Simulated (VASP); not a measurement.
# HCClF4 in VASP: a series of runs

HCClF4 is run at these levels: PBE+D3(BJ); tasks: single point.

Program: VASP 6.6.1. These are calculated values, not measurements. Logs are shortened: lines on timing, memory, paths and dates and some standing lists are left out, and cuts for length are marked.

## Step 1: The cell of the first run

The cell holds an amorphous packing of atoms, 21 atoms: a = 5.846 Å, b = 5.805 Å, c = 5.699 Å, α = 90.00°, β = 90.00°, γ = 90.00°.

## Step 2: Single point, PBE+D3(BJ)

File INCAR:

```
PREC = Accurate
ENCUT = 520
EDIFF = 1E-6
ISMEAR = -1
SIGMA = 0.02
LREAL = Auto
LASPH = T
NELM = 60
ALGO = Normal
ISIF = 2
LWAVE = F
LCHARG = T
GGA = PE
IVDW = 12
LELF = T
LVHAR = T
NBANDS = 76
```

File KPOINTS:

```
Automatic mesh
0
Gamma
  1 1 1
```

File POSCAR:

```
HCClF4
1.0
    5.8460590000      0.0000000000      0.0000000000
    0.0000000000      5.8046900000      0.0000000000
    0.0000000000      0.0000000000      5.6993090000
C F Cl H
3 12 3 3
Direct
    0.5247466712      0.5800998847      0.6907854970
    0.8753760439      0.0309232707      0.3537797301
    0.0826197614      0.5608912793      0.2308174552
    0.7285420828      0.6530236757      0.7649172909
    0.4078474063      0.4925155349      0.8679473248
    0.4017236227      0.7609536427      0.5872992673
    0.5244045604      0.3986087112      0.5275551826
    1.1009468088      0.1011768070      0.3564116281
    0.8267792029     -0.0190707859      0.1282962549
    0.8562349439     -0.1403520257      0.5076931256
    0.7296539429      0.2038524021      0.4361581378
    0.1697724912      0.7370247162      0.3403745963
   -0.0910014764      0.4862619709      0.3678691575
   -0.0003592164      0.6329192429      0.0266523538
    0.2360393557      0.3931648374      0.2150436132
    0.4186581080      0.0715800499      0.9609410544
    0.0590141153      0.3113861378      0.7473011202
    0.5788686019      0.6681838307      0.2053933205
    0.2837980253      0.0746809907      0.7661279639
   -0.0575772499      0.3663244721      0.5592256886
    0.5293138506      0.4627809582      0.1287349045
```

Potentials or basis: VASP PAW PBE potentials, release 64 (C, F, Cl, H).

Run with:

```sh
$ cat potpaw_PBE.64/C/POTCAR potpaw_PBE.64/F/POTCAR potpaw_PBE.64/Cl/POTCAR potpaw_PBE.64/H/POTCAR > POTCAR
$ mpirun -np 1 vasp_gam > vasp.out
```

OUTCAR:

```text
PREC = Accurate
   ENCUT = 520
   EDIFF = 1E-6
   ISMEAR = -1
   LREAL = Auto
   LASPH = T
   NELM = 60
   ISIF = 2
   GGA = PE
   IVDW = 12
 IVDW          = 12

 ion  position               nearest neighbor table
   1  0.525  0.580  0.691-   5 1.32   4 1.33   6 1.40   7 1.41
   2  0.875  0.031  0.354-  10 1.33   9 1.35   8 1.38  11 1.40
   3  0.083  0.561  0.231-  12 1.30  15 1.33  14 1.33  13 1.35
   4  0.729  0.653  0.765-   1 1.33
   5  0.408  0.493  0.868-   1 1.32
   6  0.402  0.761  0.587-   1 1.40
   7  0.524  0.399  0.528-   1 1.41  11 1.73
   8  0.101  0.101  0.356-   2 1.38
   9  0.827  0.981  0.128-   2 1.35
  10  0.856  0.860  0.508-   2 1.33
  11  0.730  0.204  0.436-   2 1.40   7 1.73
  12  0.170  0.737  0.340-   3 1.30
  13  0.909  0.486  0.368-  20 1.31   3 1.35
  14  1.000  0.633  0.027-   3 1.33
  15  0.236  0.393  0.215-   3 1.33
  16  0.419  0.072  0.961-  19 1.36
  17  0.059  0.311  0.747-  20 1.31
  18  0.579  0.668  0.205-  21 1.30
  19  0.284  0.075  0.766-  16 1.36
  20  0.942  0.366  0.559-  13 1.31  17 1.31
  21  0.529  0.463  0.129-  18 1.30

  LATTYP: Found a simple orthorhombic cell.
 ALAT       =     5.6993090000
 B/A-ratio  =     1.0184901363
 C/A-ratio  =     1.0257487355

  Lattice vectors:

 A1 = (   0.0000000000,   0.0000000000,  -5.6993090000)
 A2 = (   0.0000000000,   5.8046900000,   0.0000000000)
 A3 = (   5.8460590000,   0.0000000000,   0.0000000000)

Analysis of symmetry for initial positions (statically):
=====================================================================
 Subroutine PRICEL returns:
 Original cell was already a primitive cell.

 Routine SETGRP: Setting up the symmetry group for a
 simple orthorhombic supercell.

 Subroutine GETGRP returns: Found  1 space group operations
 (whereof  1 operations were pure point group operations)
 out of a pool of  8 trial point group operations.

The static configuration has the point symmetry C_1 .

Analysis of symmetry for dynamics (positions and initial velocities):
=====================================================================
 Subroutine PRICEL returns:
 Original cell was already a primitive cell.

 Routine SETGRP: Setting up the symmetry group for a
 simple orthorhombic supercell.

 Subroutine GETGRP returns: Found  1 space group operations
 (whereof  1 operations were pure point group operations)
 out of a pool of  8 trial point group operations.
[... 118 lines left out ...]
   NSW    =      0    number of steps for IOM
   IBRION =     -1    ionic relax: 0-MD 1-quasi-New 2-CG
   NFREE  =      0    steps in history (QN), initial steepest desc. (CG)
   ISIF   =      2    stress and relaxation
   ISYM   =      2    0-nonsym 1-usesym 2-fastsym
   POTIM  = 0.5000    time-step for ionic-motion
   TEBEG  =    0.0;   TEEND  =   0.0 temperature during run
   PSTRESS=    0.0 pullay stress
   NELECT =     120.0000    total number of electrons
   NUPDOWN=      -1.0000    fix difference up-down
   EMIN   =  10.00;   EMAX   =-10.00  energy-range for DOS
   EFERMI =   0.00;   METHOD = LEGACY
   ISMEAR =    -1;   SIGMA  =   0.02  broadening in eV -4-tet -1-fermi 0-gaus
   EFERMI_NEDOS =   21; number of points for ismear=-14 and -15
   IALGO  =     38    algorithm
   IMIX   =      4    mixing-type and parameters
     AMIX     =   0.40;   BMIX     =  1.00
     AMIX_MAG =   1.60;   BMIX_MAG =  1.00
  volume/ion in A,a.u.               =       9.21        62.15
  Fermi-wavevector in a.u.,A,eV,Ry     =   1.396305  2.638635 26.526856  1.949669
  Thomas-Fermi vector in A             =   2.519673
   LORBIT       =      0    0 simple, 1 ext, 2 COOP (PROOUT), +10 PAW based schemes
   GGA     = PE    functional components
   LHFCALC =     F    Hartree Fock is set to
   AEXX    =    0.0000 exact exchange contribution
   IVDW    =    12    specifies the selected vdW correction
   LEPSILON=     F    determine dielectric tensor
   LRPA    =     F    only Hartree local field effects (RPA)
 non-spin polarized calculation
  energy-cutoff  :      520.00
  volume of cell :      193.40
 maximum number of plane-waves:      2613
 NGX is ok and might be reduce to    42
   NGX = 21   NGY = 21   NGZ = 21

 number of electron     120.0000008 magnetization

 Free energy of the ion-electron system (eV)
  ---------------------------------------------------
  ext. energy  EPLUGINS =         0.00000000
  ---------------------------------------------------
  free energy    TOTEN  =       -79.38372301 eV

  energy without entropy =      -79.38372301  energy(sigma->0) =      -79.38372301

 E-fermi :   3.6256     XC(G=0): -10.1795

 val. band max:        3.0155432545   @ k =   0.0000   0.0000   0.0000
 cond. band min:       7.6509305293   @ k =   0.0000   0.0000   0.0000
 fundamental gap:      4.6353872748
 Fermi energy:         3.6255976684

 k-point     1 :       0.0000    0.0000    0.0000
  band No.  band energies     occupation
      1     -26.9139      2.00000
      2     -25.8545      2.00000
      3     -25.6511      2.00000
      4     -24.1880      2.00000
      5     -23.8756      2.00000
      6     -23.6305      2.00000
[... 64 lines left out ...]
     71      11.4715      0.00000
     72      11.7179      0.00000
 [bands above 72 left out]

------------------------ aborting loop because EDIFF is reached ----------------------------------------

 Edisp (eV)   -1.87817

 E8    (eV) :    -0.4969

  FORCE on cell =-STRESS in cart. coord.  units (eV):
  Direction    XX          YY          ZZ          XY          YZ          ZX
  --------------------------------------------------------------------------------------
  -------------------------------------------------------------------------------------
  Total      41.57880    42.88134    37.99734    -0.66233    -0.18931    -1.24657
  in kB     344.44355   355.23395   314.77440    -5.48681    -1.56830   -10.32674
  external pressure =      338.15 kB  Pullay stress =        0.00 kB

 VOLUME and BASIS-vectors are now :
 -----------------------------------------------------------------------------
  energy-cutoff  :      520.00
  volume of cell :      193.40
      direct lattice vectors                 reciprocal lattice vectors
     5.846059000  0.000000000  0.000000000     0.171055407  0.000000000  0.000000000
     0.000000000  5.804690000  0.000000000     0.000000000  0.172274488  0.000000000
     0.000000000  0.000000000  5.699309000     0.000000000  0.000000000  0.175459867

 POSITION                                       TOTAL-FORCE (eV/Angst)
 -----------------------------------------------------------------------------------
      3.06770      3.36730      3.93700        -1.803671      0.196886     -1.398091
      5.11750      0.17950      2.01630         1.127430      0.919742      0.124902
      0.48300      3.25580      1.31550         0.585904      1.009854     -0.313912
      4.25910      3.79060      4.35950        -1.788983     -1.462711     -0.618016
      2.38430      2.85890      4.94670         0.330648      1.505676     -1.787009
      2.34850      4.41710      3.34720         2.457329     -1.182704      3.809187
[... 13 lines left out ...]
      5.50946      2.12640      3.18720         0.740090     -0.433094      1.882956
      3.09440      2.68630      0.73370         0.903237      0.882991      1.053119
 -----------------------------------------------------------------------------------
    total drift:                               -0.003769     -0.007480      0.004157

  FREE ENERGIE OF THE ION-ELECTRON SYSTEM (eV)
  ---------------------------------------------------
  free  energy   TOTEN  =       -81.2618955675 eV

  energy  without entropy=      -81.2618955675  energy(sigma->0) =      -81.26189557
```

stdout:

```text
POSCAR found type information on POSCAR C F ClH
 POSCAR found :  4 types and      21 ions
 scaLAPACK will be used
 LDA part: xc-table for (Slater+PW92), standard interpolation
 POSCAR, INCAR and KPOINTS ok, starting setup
 FFT: planning ... GRIDC
 FFT: planning ... GRID_SOFT
 FFT: planning ... GRID
 WAVECAR not read
 entering main loop
```

It took 49 s on 1 thread of Intel Xeon Platinum 8488C (Sapphire Rapids), shared host; peak memory 0.29 GiB.

What came out:

| Quantity | Value |
| --- | --- |
| Free energy | -81.2619 eV |
| Pressure | 33.8 GPa |
| Largest force | 8.447 eV/Å |
| Band gap on the k mesh | 4.64 eV |
| Dispersion energy per atom | -0.089 eV |

Forces in eV/Å, atoms in the order of the input:
```
C   -1.804  0.197 -1.398
C    1.127  0.920  0.125
C    0.586  1.010 -0.314
F   -1.789 -1.463 -0.618
F    0.331  1.506 -1.787
F    2.457 -1.183  3.809
F   -3.183  4.936  4.179
F   -2.456 -1.107  0.161
F    0.770  1.617  1.395
F   -0.188  1.883 -0.932
F    2.885 -7.390 -2.902
F   -0.632 -0.730 -1.602
F    0.976  1.432 -2.431
F    1.196 -0.413  0.827
F   -1.019  1.194 -0.618
Cl  -0.040 -1.421 -1.226
Cl  -1.402 -1.281  0.443
Cl  -0.229 -0.430 -1.364
H    0.770  0.274  1.316
H    0.740 -0.433  1.883
H    0.903  0.883  1.053
```

Levels at points of the mesh, in eV from the valence-band top:
```csv
k point,band 57,band 58,band 59,band 60,band 61,band 62,band 63,band 64
"(0.00, 0.00, 0.00)",-1.52,-1.16,-0.58,0.00,4.64,6.32,6.47,6.91
```

Caveat: the k points lie up to 1.10 Å⁻¹ apart.

## Step 3: Single point, PBE+D3(BJ)

This run uses another cell than the first one, of 11.57 Å³/atom, 1.257 times its volume.

File INCAR:

```
ALGO = Normal ; EDIFF = 1E-7
ENCUT = 520 ; GGA = PE
ISIF = 2 ; ISMEAR = -1
IVDW = 12 ; LASPH = True
LCHARG = True ; LELF = True
LREAL = Auto ; LVHAR = True
LWAVE = False ; NBANDS = 76
NELM = 80 ; PREC = Accurate
SIGMA = 0.02
```

File KPOINTS:

```
k-points
0
Gamma
  1 1 1
```

File POSCAR:

```
HCClF4
1.0
    6.2809900000      0.0000000000      0.0000000000
    0.0000000000      6.3787760000      0.0000000000
    0.0000000000      0.0000000000      6.0665140000
C F Cl H
3 12 3 3
Direct
    0.4794467114      0.5947536016      0.7085947547
    0.8828226124      0.0398195516      0.3483714041
    0.0951920000      0.5905051377      0.1981038864
    0.6976925612      0.5756747062      0.7361558879
    0.3639394427      0.5414518397      0.8763682075
    0.4366031470      0.8049036367      0.6499943790
    0.4269868285      0.4463865795      0.5447939294
    1.0861185896      0.1085945015      0.3812403631
    0.8832365598      0.0190005104      0.1171677837
    0.8939832733     -0.1293351577      0.5221779757
    0.6804022933      0.1411085763      0.4002628198
    0.1877570256      0.7525424940      0.3019196857
   -0.0720427831      0.5130921669      0.3114968498
    0.0338163251      0.6766815452     -0.0042198864
    0.2185165077      0.4273860691      0.1866145862
    0.4719956567      0.0575972569      0.9608978072
    0.0334342198      0.2787055071      0.7846186459
    0.5808320026      0.6850844112      0.1890377241
    0.2759119183      0.0910989820      0.8947642748
   -0.1720429423      0.2817154890      0.7238259073
    0.6366512285      0.5150517905      0.2808697054
```

Potentials or basis: VASP PAW PBE potentials, release 64 (C, F, Cl, H).

Run with:

```sh
$ cat potpaw_PBE.64/C/POTCAR potpaw_PBE.64/F/POTCAR potpaw_PBE.64/Cl/POTCAR potpaw_PBE.64/H/POTCAR > POTCAR
$ mpirun -np 1 vasp_gam > vasp.out
```

OUTCAR:

```text
EDIFF = 1E-7
   ENCUT = 520
   GGA = PE
   ISIF = 2
   ISMEAR = -1
   IVDW = 12
   LASPH = True
   LREAL = Auto
   NELM = 80
   PREC = Accurate
 IVDW          = 12

 ion  position               nearest neighbor table
   1  0.479  0.595  0.709-   5 1.30   4 1.39   7 1.41   6 1.41
   2  0.883  0.040  0.348-   8 1.36   9 1.41  11 1.46  10 1.51
   3  0.095  0.591  0.198-  15 1.30  12 1.34  13 1.35  14 1.40
   4  0.698  0.576  0.736-   1 1.39
   5  0.364  0.541  0.876-   1 1.30
[... 308 lines left out ...]
  -------------------------------------------------------------------------------------
  Total       6.98738     6.63625     8.81387     0.83654     7.30903    -1.77152
  in kB      46.05964    43.74502    58.09955     5.51433    48.17988   -11.67757
  external pressure =       49.30 kB  Pullay stress =        0.00 kB

 VOLUME and BASIS-vectors are now :
 -----------------------------------------------------------------------------
  energy-cutoff  :      520.00
  volume of cell :      243.06
      direct lattice vectors                 reciprocal lattice vectors
     6.280990000  0.000000000  0.000000000     0.159210570  0.000000000  0.000000000
     0.000000000  6.378776000  0.000000000     0.000000000  0.156769888  0.000000000
     0.000000000  0.000000000  6.066514000     0.000000000  0.000000000  0.164839313

 POSITION                                       TOTAL-FORCE (eV/Angst)
 -----------------------------------------------------------------------------------
      3.01140      3.79380      4.29870         0.687803      0.569913     -2.317623
      5.54500      0.25400      2.11340         0.452179     -1.284847      0.882918
      0.59790      3.76670      1.20180        -0.782925      1.489144     -0.508858
      4.38220      3.67210      4.46590        -1.873709      0.206732      0.066459
      2.28590      3.45380      5.31650         0.567829      0.066695     -0.711968
      2.74230      5.13430      3.94320         0.261660     -3.398015     -0.305992
[... 13 lines left out ...]
      5.20039      1.79700      4.39110         1.330603     -0.277694      0.526679
      3.99880      3.28540      1.70390        -0.268552     -0.176871     -0.077833
 -----------------------------------------------------------------------------------
    total drift:                                0.004998      0.006440      0.001378

  FREE ENERGIE OF THE ION-ELECTRON SYSTEM (eV)
  ---------------------------------------------------
  free  energy   TOTEN  =       -89.6430564386 eV

  energy  without entropy=      -89.6430564386  energy(sigma->0) =      -89.64305644
```

OSZICAR:

```text
N       E                     dE             d eps       ncg     rms          rms(c)
DAV:   1     0.124868619210E+04    0.12487E+04   -0.77158E+04   152   0.160E+03
DAV:   2     0.428863551576E+01   -0.12444E+04   -0.12174E+04   180   0.402E+02
DAV:   3    -0.927801928495E+02   -0.97069E+02   -0.96482E+02   184   0.118E+02
DAV:   4    -0.944775099668E+02   -0.16973E+01   -0.16926E+01   184   0.172E+01
DAV:   5    -0.945081919083E+02   -0.30682E-01   -0.30536E-01   192   0.225E+00    0.222E+01
DAV:   6    -0.882981857277E+02    0.62100E+01   -0.17892E+01   184   0.196E+01    0.113E+01
DAV:   7    -0.881958361867E+02    0.10235E+00   -0.22201E+00   184   0.621E+00    0.683E+00
DAV:   8    -0.881683025709E+02    0.27534E-01   -0.33023E-01   184   0.307E+00    0.125E+00
DAV:   9    -0.881672560492E+02    0.10465E-02   -0.44595E-02   184   0.109E+00    0.561E-01
DAV:  10    -0.881665962706E+02    0.65978E-03   -0.68533E-03   176   0.385E-01    0.180E-01
DAV:  11    -0.881667162771E+02   -0.12001E-03   -0.87295E-04   184   0.161E-01    0.564E-02
DAV:  12    -0.881667669759E+02   -0.50699E-04   -0.11518E-04   184   0.688E-02    0.221E-02
DAV:  13    -0.881667804214E+02   -0.13446E-04   -0.38139E-05   184   0.310E-02    0.107E-02
DAV:  14    -0.881667818707E+02   -0.14493E-05   -0.63856E-06   184   0.176E-02    0.457E-03
DAV:  15    -0.881667821054E+02   -0.23470E-06   -0.14198E-06   184   0.634E-03    0.266E-03
DAV:  16    -0.881667823158E+02   -0.21041E-06   -0.43120E-07   184   0.432E-03    0.817E-04
DAV:  17    -0.881667823422E+02   -0.26301E-07   -0.56310E-08   112   0.187E-03
   1 F= -.89643056E+02 E0= -.89643056E+02  d E =-.234630E-10
```

stdout:

```text
POSCAR found type information on POSCAR C F ClH
 POSCAR found :  4 types and      21 ions
 scaLAPACK will be used
 LDA part: xc-table for (Slater+PW92), standard interpolation
 POSCAR, INCAR and KPOINTS ok, starting setup
 FFT: planning ... GRIDC
 FFT: planning ... GRID_SOFT
 FFT: planning ... GRID
 WAVECAR not read
 entering main loop
```

Run time: 69 s. Hardware: 1 thread of Intel Xeon Platinum 8488C (Sapphire Rapids), shared host; peak memory 0.31 GiB.

Results:

| Item | Value |
| --- | --- |
| Free energy | -89.6431 eV |
| Pressure | 4.9 GPa |
| Largest force | 3.802 eV/Å |
| Band gap on the k mesh | 4.69 eV |
| Dispersion energy per atom | -0.070 eV |

Forces in eV/Å, atoms in the order of the input:
```
C    0.688  0.570 -2.318
C    0.452 -1.285  0.883
C   -0.783  1.489 -0.509
F   -1.874  0.207  0.066
F    0.568  0.067 -0.712
F    0.262 -3.398 -0.306
F    0.350  1.485  0.976
F   -1.949  1.192 -0.184
F   -0.833 -0.502  3.138
F   -1.510  1.934 -2.808
F    3.703 -0.754 -0.419
F   -0.567 -0.959  0.170
F    0.306  0.412  0.326
F    0.070 -1.246  1.515
F    1.199 -0.695 -0.537
Cl  -0.487  1.352  0.313
Cl  -1.750  0.166 -0.500
Cl   0.632  0.676  0.329
H    0.461 -0.257  0.127
H    1.331 -0.278  0.527
H   -0.269 -0.177 -0.078
```

Caveat: the k points lie up to 1.04 Å⁻¹ apart.

(Part 1 of 2 ends here.)
